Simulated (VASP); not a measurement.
# NaCl (P4/mmm) in VASP: notebook

The runs below take NaCl through single point, with PBEsol.

All numbers are computed with VASP 6.6.1; they aren't measurements. Logs are shortened: lines on timing, memory, paths and dates and some standing lists are left out, and cuts for length are marked.

### Step 1. The cell of the first run

Symmetry: P4/mmm, No. 123, tetragonal system. Conventional cell: a = 3.362 Å, b = 3.362 Å, c = 3.642 Å, α = 90.00°, β = 90.00°, γ = 90.00°. Na (site symmetry 4/mmm) has 8 Cl at 2.99 Å and 6 Na at 3.36 to 3.64 Å within 3.9 Å. Within 3.9 Å of Cl (site symmetry 4/mmm) lie 8 Na at 2.99 Å and 6 Cl at 3.36 to 3.64 Å.

### Step 2. Single point, PBEsol (strain -0.040 along x and y, +0.040 along z)

The input, INCAR:

```
SYSTEM = NaCl
  ALGO = Normal
  EDIFF = 1E-6
  ENCUT = 520
  GGA = PS
  ISIF = 2
  ISMEAR = 0
  LASPH = .True.
  LCHARG = .True.
  LELF = .True.
  LREAL = .False.
  LVHAR = .True.
  LWAVE = .False.
  NBANDS = 14
  NELM = 60
  PREC = Accurate
  SIGMA = 0.05
```

The input, KPOINTS:

```
k-points
0
Gamma
  6 6 6
  0 0 0
```

The input, POSCAR:

```
NaCl
1.0
    3.3621024000      0.0000000000      0.0000000000
    0.0000000000      3.3621024000      0.0000000000
    0.0000000000      0.0000000000      3.6422776000
Na Cl
1 1
Direct
    0.0000000000      0.0000000000      0.0000000000
    0.5000000000      0.5000000000      0.5000000000
```

Potentials or basis: VASP PAW PBE potentials, release 64 (Na_pv, Cl).

Run with:

```
cat potpaw_PBE.64/Na_pv/POTCAR potpaw_PBE.64/Cl/POTCAR > POTCAR
mpirun -np 1 vasp_std > vasp.out
```

OUTCAR:

```text
SYSTEM = NaCl
   EDIFF = 1E-6
   ENCUT = 520
   GGA = PS
   ISIF = 2
   ISMEAR = 0
   LASPH = .True.
   LREAL = .False.
   NELM = 60
   PREC = Accurate

 ion  position               nearest neighbor table
   1  0.000  0.000  0.000-
   2  0.500  0.500  0.500-

  LATTYP: Found a simple tetragonal cell.
 ALAT       =     3.3621024000
 C/A-ratio  =     1.0833333333

  Lattice vectors:

 A1 = (   3.3621024000,   0.0000000000,   0.0000000000)
 A2 = (   0.0000000000,   3.3621024000,   0.0000000000)
 A3 = (   0.0000000000,   0.0000000000,   3.6422776000)

Analysis of symmetry for initial positions (statically):
=====================================================================
 Subroutine PRICEL returns:
 Original cell was already a primitive cell.

 Routine SETGRP: Setting up the symmetry group for a
 simple tetragonal supercell.

 Subroutine GETGRP returns: Found 16 space group operations
 (whereof 16 operations were pure point group operations)
 out of a pool of 16 trial point group operations.

The static configuration has the point symmetry D_4h.

Analysis of symmetry for dynamics (positions and initial velocities):
=====================================================================
 Subroutine PRICEL returns:
 Original cell was already a primitive cell.

 Routine SETGRP: Setting up the symmetry group for a
 simple tetragonal supercell.

 Subroutine GETGRP returns: Found 16 space group operations
 (whereof 16 operations were pure point group operations)
 out of a pool of 16 trial point group operations.

The dynamic configuration has the point symmetry D_4h.

 Subroutine INISYM returns: Found 16 space group operations
 (whereof 16 operations are pure point group operations),
 and found     1 'primitive' translations

----------------------------------------------------------------------------------------

                                     Primitive cell

  volume of cell :      41.1713

  direct lattice vectors                    reciprocal lattice vectors
     3.362102400  0.000000000  0.000000000     0.297432940  0.000000000  0.000000000
     0.000000000  3.362102400  0.000000000     0.000000000  0.297432940  0.000000000
     0.000000000  0.000000000  3.642277600     0.000000000  0.000000000  0.274553483

  length of vectors
     3.362102400  3.362102400  3.642277600     0.297432940  0.297432940  0.274553483

  position of ions in fractional coordinates (direct lattice)
     0.000000000  0.000000000  0.000000000
     0.500000000  0.500000000  0.500000000

  ion indices of the primitive-cell ions
   primitive index   ion index
                 1           1
                 2           2

----------------------------------------------------------------------------------------

 KPOINTS: k-points

Automatic generation of k-mesh.
 Grid dimensions read from file:
 generate k-points for:    6    6    6

 Generating k-lattice:

  Cartesian coordinates                     Fractional coordinates (reciprocal lattice)
     0.049572157  0.000000000  0.000000000     0.166666667  0.000000000  0.000000000
     0.000000000  0.049572157  0.000000000     0.000000000  0.166666667  0.000000000
     0.000000000  0.000000000  0.045758914     0.000000000  0.000000000  0.166666667

  Length of vectors
     0.049572157  0.049572157  0.045758914

  Shift w.r.t. Gamma in fractional coordinates (k-lattice)
     0.000000000  0.000000000  0.000000000

 Subroutine IBZKPT returns following result:
 ===========================================

 Found     40 irreducible k-points:

 Following reciprocal coordinates:
            Coordinates               Weight
  0.000000  0.000000  0.000000      1.000000
  0.166667  0.000000  0.000000      4.000000
  0.333333  0.000000  0.000000      4.000000
  0.500000  0.000000  0.000000      2.000000
  0.166667  0.166667  0.000000      4.000000
  0.333333  0.166667  0.000000      8.000000
[... 16 lines left out ...]
  0.333333  0.000000  0.333333      8.000000
  0.500000  0.000000  0.333333      4.000000
 [... further k-points ...]
   k-points           NKPTS =     40   k-points in BZ     NKDIM =     40   number of bands    NBANDS=     14
   number of dos      NEDOS =    301   number of ions     NIONS =      2
   total plane-waves  NPLWV =  21952
   dimension x,y,z NGX =    28 NGY =   28 NGZ =   28
   dimension x,y,z NGXF=    56 NGYF=   56 NGZF=   56
   ions per type =               1   1
   NGX,Y,Z   is equivalent  to a cutoff of  13.85, 13.85, 12.78 a.u.
   NGXF,Y,Z  is equivalent  to a cutoff of  27.69, 27.69, 25.56 a.u.
 SYSTEM =  NaCl
   PREC   = accura    normal or accurate (medium, high low for compatibility)
   ISTART =      0    job   : 0-new  1-cont  2-samecut
   ICHARG =      2    charge: 1-file 2-atom 10-const
   ISPIN  =      1    spin polarized calculation?
   LNONCOLLINEAR =      F non collinear calculations
   LSORBIT =      F    spin-orbit coupling
   LASPH  =      T    aspherical Exc in radial PAW
   ENCUT  =  520.0 eV  38.22 Ry    6.18 a.u.   6.25  6.25  6.77*2*pi/ulx,y,z
   NELM   =     60;   NELMIN=  2; NELMDL= -5     # of ELM steps
   EDIFF  = 0.1E-05   stopping-criterion for ELM
   LREAL  =      F    real-space projection
   EDIFFG = 0.1E-04   stopping-criterion for IOM
   NSW    =      0    number of steps for IOM
   IBRION =     -1    ionic relax: 0-MD 1-quasi-New 2-CG
   NFREE  =      0    steps in history (QN), initial steepest desc. (CG)
   ISIF   =      2    stress and relaxation
   ISYM   =      2    0-nonsym 1-usesym 2-fastsym
   POTIM  = 0.5000    time-step for ionic-motion
   TEBEG  =    0.0;   TEEND  =   0.0 temperature during run
   PSTRESS=    0.0 pullay stress
   NELECT =      14.0000    total number of electrons
   NUPDOWN=      -1.0000    fix difference up-down
   EMIN   =  10.00;   EMAX   =-10.00  energy-range for DOS
   EFERMI =   0.00;   METHOD = LEGACY
   ISMEAR =     0;   SIGMA  =   0.05  broadening in eV -4-tet -1-fermi 0-gaus
   EFERMI_NEDOS =   21; number of points for ismear=-14 and -15
   IALGO  =     38    algorithm
   IMIX   =      4    mixing-type and parameters
     AMIX     =   0.40;   BMIX     =  1.00
     AMIX_MAG =   1.60;   BMIX_MAG =  1.00
  volume/ion in A,a.u.               =      20.59       138.92
  Fermi-wavevector in a.u.,A,eV,Ry     =   1.142666  2.159325 17.764923  1.305685
  Thomas-Fermi vector in A             =   2.279363
   LORBIT       =      0    0 simple, 1 ext, 2 COOP (PROOUT), +10 PAW based schemes
   GGA     = PS    functional components
   LHFCALC =     F    Hartree Fock is set to
   AEXX    =    0.0000 exact exchange contribution
   IVDW    =     0    specifies the selected vdW correction
   LEPSILON=     F    determine dielectric tensor
   LRPA    =     F    only Hartree local field effects (RPA)
 non-spin polarized calculation
 Gauss-broadening in eV      SIGMA  =   0.05
  energy-cutoff  :      520.00
  volume of cell :       41.17
 maximum number of plane-waves:      1128
 NGX is ok and might be reduce to    28
   NGX = 13   NGY = 13   NGZ = 13

 number of electron      14.0000009 magnetization

 Free energy of the ion-electron system (eV)
  ---------------------------------------------------
  ext. energy  EPLUGINS =         0.00000000
  ---------------------------------------------------
  free energy    TOTEN  =        -6.68731713 eV

  energy without entropy =       -6.68731713  energy(sigma->0) =       -6.68731713

 E-fermi :   1.1608     XC(G=0):  -8.7735

 val. band max:        0.8856527395   @ k =   0.5000   0.0000   0.5000
 cond. band min:       4.5647578269   @ k =   0.0000   0.0000   0.0000
 fundamental gap:      3.6791050874
 Fermi energy:         1.1607515747

 k-point     1 :       0.0000    0.0000    0.0000
  band No.  band energies     occupation
      1     -21.2071      2.00000
      2     -21.2071      2.00000
      3     -21.1933      2.00000
      4     -12.8382      2.00000
      5      -0.2915      2.00000
      6       0.4038      2.00000
      7       0.4038      2.00000
      8       4.5648      0.00000
      9       8.7875      0.00000
     10       9.4343      0.00000
     11      15.8132      0.00000
     12      16.4108      0.00000
     13      16.4108      0.00000
     14      17.0710      0.00000

 k-point     2 :       0.1667    0.0000    0.0000
  band No.  band energies     occupation
      1     -21.2226      2.00000
      2     -21.2057      2.00000
      3     -21.1917      2.00000
      4     -12.7272      2.00000
      5      -0.5509      2.00000
      6      -0.2122      2.00000
      7       0.4735      2.00000
      8       5.2712      0.00000
      9       9.2499      0.00000
     10      10.0404      0.00000
     11      13.9312      0.00000
     12      15.3851      0.00000
     13      16.1708      0.00000
     14      16.6492      0.00000

 k-point     3 :       0.3333    0.0000    0.0000
  band No.  band energies     occupation
      1     -21.2534      2.00000
      2     -21.2030      2.00000
      3     -21.1885      2.00000
      4     -12.4888      2.00000
      5      -1.9380      2.00000
      6      -0.0447      2.00000
      7       0.6197      2.00000
      8       6.5014      0.00000
      9      10.2154      0.00000
     10      10.2824      0.00000
     11      12.2338      0.00000
     12      13.7746      0.00000
     13      15.0726      0.00000
     14      17.2363      0.00000
[... 324 lines left out ...]
 k-point    23 :       0.3333    0.0000    0.3333
  band No.  band energies     occupation
      1     -21.2481      2.00000
      2     -21.2095      2.00000
      3     -21.2013      2.00000
      4     -12.3228      2.00000
      5      -1.6531      2.00000
      6      -1.4272      2.00000
      7       0.7548      2.00000
      8       7.1128      0.00000
      9       9.2817      0.00000
     10      11.3222      0.00000
     11      12.7165      0.00000
     12      13.9508      0.00000
     13      14.2988      0.00000
     14      16.3912      0.00000

 k-point    24 :       0.5000    0.0000    0.3333
  band No.  band energies     occupation
      1     -21.2622      2.00000
      2     -21.2066      2.00000
      3     -21.2001      2.00000
      4     -12.2160      2.00000
      5      -2.0926      2.00000
      6      -1.3049      2.00000
      7       0.8368      2.00000
      8       6.5961      0.00000
      9       9.6660      0.00000
     10      11.9464      0.00000
     11      12.0948      0.00000
     12      13.5327      0.00000
     13      14.3172      0.00000
     14      17.1452      0.00000

 [... further k-points ...]
[... 5 lines left out ...]
  --------------------------------------------------------------------------------------
  -------------------------------------------------------------------------------------
  Total        0.5305768      0.5305768     -1.0621490      0.0000000      0.0000000      0.0000000
  in kB       20.6473301     20.6473301    -41.3333968      0.0000000      0.0000000      0.0000000
  external PRESSURE =      -0.0129122 kB  Pullay stress =       0.0000000 kB

 VOLUME and BASIS-vectors are now :
 -----------------------------------------------------------------------------
  energy-cutoff  :      520.00
  volume of cell :       41.17
      direct lattice vectors                 reciprocal lattice vectors
     3.362102400  0.000000000  0.000000000     0.297432940  0.000000000  0.000000000
     0.000000000  3.362102400  0.000000000     0.000000000  0.297432940  0.000000000
     0.000000000  0.000000000  3.642277600     0.000000000  0.000000000  0.274553483

 POSITION                                       TOTAL-FORCE (eV/Angst)
 -----------------------------------------------------------------------------------
      0.00000      0.00000      0.00000         0.000000      0.000000      0.000000
      1.68105      1.68105      1.82114         0.000000      0.000000      0.000000
 -----------------------------------------------------------------------------------
    total drift:                               -0.000000      0.000000      0.000000

  FREE ENERGIE OF THE ION-ELECTRON SYSTEM (eV)
  ---------------------------------------------------
  free  energy   TOTEN  =        -6.6873171290 eV

  energy  without entropy=       -6.6873171290  energy(sigma->0) =       -6.68731713
```

Wall time 17 s (1 thread of Intel Xeon Platinum 8259CL at 2.50GHz (Skylake/Cascade Lake), shared host); peak memory 0.15 GiB.

What came out:

```
Free energy            : -6.6873 eV
Pressure               : 0.0 GPa
Band gap on the k mesh : 3.68 eV (least direct gap 4.16 eV)
```

Stress tensor (GPa, compression positive):
```
 2.06  0.00  0.00
 0.00  2.06  0.00
 0.00  0.00 -4.13
```

Levels at points of the mesh, in eV from the valence-band top:
| k point | band 4 | band 5 | band 6 | band 7 | band 8 | band 9 | band 10 | band 11 |
| --- | --- | --- | --- | --- | --- | --- | --- | --- |
| (0.00, 0.00, 0.00) | -13.72 | -1.18 | -0.48 | -0.48 | 3.68 | 7.90 | 8.55 | 14.93 |
| (0.50, 0.00, 0.00) | -13.25 | -3.40 | -0.84 | -0.19 | 6.50 | 8.63 | 10.25 | 10.72 |
| (0.50, 0.50, 0.00) | -12.88 | -2.60 | -2.60 | -0.48 | 5.48 | 9.16 | 10.77 | 10.77 |
| (0.00, 0.00, 0.50) | -13.42 | -3.41 | -0.32 | -0.32 | 6.87 | 8.19 | 10.24 | 12.07 |
| (0.50, 0.00, 0.50) | -13.05 | -2.82 | -2.55 | 0.00 | 5.07 | 9.89 | 10.57 | 11.38 |
| (0.50, 0.50, 0.50) | -12.68 | -2.29 | -2.29 | -2.03 | 6.77 | 6.77 | 6.77 | 11.78 |

Caveat: the cell differs from its parent crystal (strain -0.040 along x and y, +0.040 along z); the PAW data sets were made with another functional, which shifts forces and pressure a little. A k mesh can miss the band edges.

### Step 3. Single point, PBEsol (strain -0.040 along x and y, +0.080 along z)

The input, INCAR:

```
PREC     = Accurate       # precision mode
ENCUT    = 520            # plane-wave cutoff, eV
EDIFF    = 1E-7           # SCF threshold, eV
ISMEAR   = 0              # smearing method
SIGMA    = 0.05           # smearing width, eV
LREAL    = F              # projectors in reciprocal space
LASPH    = T              # aspherical terms in the spheres
NELM     = 100            # most SCF steps
ALGO     = Normal         # electronic algorithm
ISIF     = 2              # what is computed and relaxed
LWAVE    = F              # write WAVECAR
LCHARG   = F              # write CHGCAR
GGA      = PS             # functional
NBANDS   = 14             # bands
```

The input, KPOINTS:

```
regular mesh
0
Gamma
  6 6 6
```

POSCAR: that of step 2 with these lines changed.

```diff
@@ -4,3 +4,3 @@
     0.0000000000      3.3621024000      0.0000000000
-    0.0000000000      0.0000000000      3.6422776000
+    0.0000000000      0.0000000000      3.7823652000
 Na Cl
```

Potentials or basis: VASP PAW PBE potentials, release 64 (Na_pv, Cl).

Run with:

```
cat potpaw_PBE.64/Na_pv/POTCAR potpaw_PBE.64/Cl/POTCAR > POTCAR
mpirun -np 1 vasp_std > vasp.out
```

It took 26 s on 1 thread of Intel Xeon Platinum 8259CL at 2.50GHz (Skylake/Cascade Lake), shared host; peak memory 0.15 GiB.

Results (log left out):

| Item | Value |
| --- | --- |
| Free energy | -6.6346 eV |
| Pressure | -0.9 GPa |
| Band gap on the k mesh | 3.35 eV (least direct gap 3.79 eV) |

Stress tensor (GPa, compression positive):
```
 1.98  0.00  0.00
 0.00  1.98  0.00
 0.00  0.00 -6.53
```

Levels at points of the mesh, in eV from the valence-band top:
```csv
k point,band 3,band 4,band 5,band 6,band 7,band 8,band 9,band 10,band 11,band 12
"(0.00, 0.00, 0.00)",-22.26,-13.69,-1.40,-0.44,-0.44,3.35,7.80,8.67,14.12,15.19
"(0.50, 0.00, 0.00)",-22.25,-13.22,-3.33,-1.04,-0.14,6.16,8.24,10.14,10.26,12.38
"(0.50, 0.50, 0.00)",-22.25,-12.86,-2.54,-2.54,-0.66,5.52,8.79,10.32,10.32,11.15
"(0.00, 0.00, 0.50)",-22.28,-13.45,-3.36,-0.32,-0.32,6.75,7.61,10.21,12.06,12.06
"(0.50, 0.00, 0.50)",-22.27,-13.08,-2.83,-2.48,0.00,4.91,9.83,9.98,11.21,12.84
"(0.50, 0.50, 0.50)",-22.26,-12.70,-2.28,-2.28,-1.94,6.67,6.67,6.70,11.37,13.85
```

Caveat: the cell differs from its parent crystal (strain -0.040 along x and y, +0.080 along z); the PAW data sets were made with another functional, which shifts forces and pressure a little.

[end of part 1 of 2]
